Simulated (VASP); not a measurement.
The system is MgS.

```
CELL_PARAMETERS angstrom
0.00000 2.83088 2.78502
2.83088 0.00000 2.78502
2.83088 2.83088 0.00000
ATOMIC_POSITIONS crystal
Mg 0.00000 0.00000 0.00000
S 0.25000 0.25000 0.25000
```

This cell differs from its parent crystal: uniaxial z strain -1.6%.

Base run:

| Quantity | Value |
| --- | --- |
| Program | VASP 6.6.1 |
| Functional | HSE06 |
| Potentials or basis | VASP PAW PBE potentials, release 64 (Mg, S) |
| Cutoff | 520 eV |
| k mesh | 6 × 6 × 6 |
| Occupations | gaussian, width 0.01 eV |
| Spin | no spin polarisation |

Its results: band gap on the k mesh 4.57 eV; pressure 0.9 GPa.

Task: The run is repeated on the same cell with these changes: functional from HSE06 to r2SCAN; k mesh from 6 × 6 × 6 to 8 × 8 × 8. What comes out?

Result: Band gap on the k mesh 4.19 eV; pressure 0.7 GPa.

Several settings changed at once.

Caveats: the PAW data sets were made with another functional, which shifts forces and pressure a little.

A k mesh can miss the band edges.
